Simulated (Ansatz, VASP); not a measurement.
## Si: VASP beside Ansatz

```
Si
1.0
     0.00000    2.68966    2.68966
     2.68966    0.00000    2.68966
     2.68966    2.68966    0.00000
Si
2
Direct
  0.00000 0.00000 0.00000
  0.25000 0.25000 0.25000
```

Alike in both runs: task single point; functional PBEsol; k mesh 10 × 10 × 10; no spin polarisation.

```csv
,VASP,Ansatz
version,VASP 6.6.1,Ansatz 0.2.0
potentials or method,"VASP PAW PBE potentials, release 64 (Si), cutoff 500 eV","scalar-relativistic, plane waves, PAW"
occupations,"gaussian, width 0.01 eV",fixed
valence electrons in the cell,8,8
```

|  | VASP | Ansatz | Ansatz less VASP |
| --- | --- | --- | --- |
| gap on the k mesh at the Fermi level (eV) | 0.42 | 0.42 | +0.005 |
| least direct gap on the mesh (eV) | 2.53 | 2.53 | +0.003 |

VASP's potentials were made for PBE, not for PBEsol.
